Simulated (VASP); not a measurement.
# TaRu2: single point with PBE

TaRu2:

```xyz
3
Lattice="0.0000 2.9904 2.9904 2.9904 0.0000 2.9904 2.9904 2.9904 0.0000" Properties=species:S:1:pos:R:3 pbc="T T T"
Ta    2.9904    2.9904    2.9904
Ru    4.4856    4.4856    4.4856
Ru    1.4952    1.4952    1.4952
```

The cell was built from a structure type or drawn by symmetry, and may not be a known phase.

```json
{
 "Program": "VASP 6.6.1",
 "Task": "single point",
 "Functional": "PBE",
 "Potentials or basis": "VASP PAW PBE potentials, release 64 (Ta_pv, Ru_pv)",
 "Cutoff": "520 eV",
 "k mesh": "6 × 6 × 6",
 "Occupations": "gaussian, width 0.1 eV",
 "Spin": "collinear spin, ferromagnetic start",
 "Starting moments": "[0.0, 1.0, 1.0] μB"
}
```

```json
{
 "Pressure": "0.2 GPa",
 "Net moment": "0.01 μB per cell",
 "Valence electrons inside the program's atomic spheres": "Ta 9.04; Ru 12.71"
}
```

Levels at points of the mesh, in eV from the Fermi level:
Spin up:
| k point | band 17 | band 18 | band 19 | band 20 | band 21 | band 22 |
| --- | --- | --- | --- | --- | --- | --- |
| (0.00, 0.00, 0.00) | -1.45 | -1.45 | 1.50 | 1.50 | 1.88 | 1.88 |
| (0.50, 0.00, 0.00) | -1.59 | -1.59 | -0.89 | -0.89 | -0.07 | 2.85 |
| (0.50, 0.50, 0.00) | -0.86 | -0.86 | 0.34 | 1.37 | 1.41 | 2.29 |
Spin down:
```tsv
k point	band 16	band 17	band 18	band 19	band 20	band 21	band 22	band 23
(0.00, 0.00, 0.00)	-1.45	-1.45	-1.45	1.50	1.50	1.89	1.89	1.89
(0.50, 0.00, 0.00)	-2.55	-1.59	-1.59	-0.89	-0.89	-0.07	2.85	2.85
(0.50, 0.50, 0.00)	-2.21	-0.86	-0.86	0.34	1.37	1.42	2.29	3.24
```

Wall time 100 s on 1 thread of Intel Xeon 8259CL, on a shared host, peak memory 0.22 GiB.

Caveat: spin-orbit coupling is left out, which moves the levels of the heavy elements.
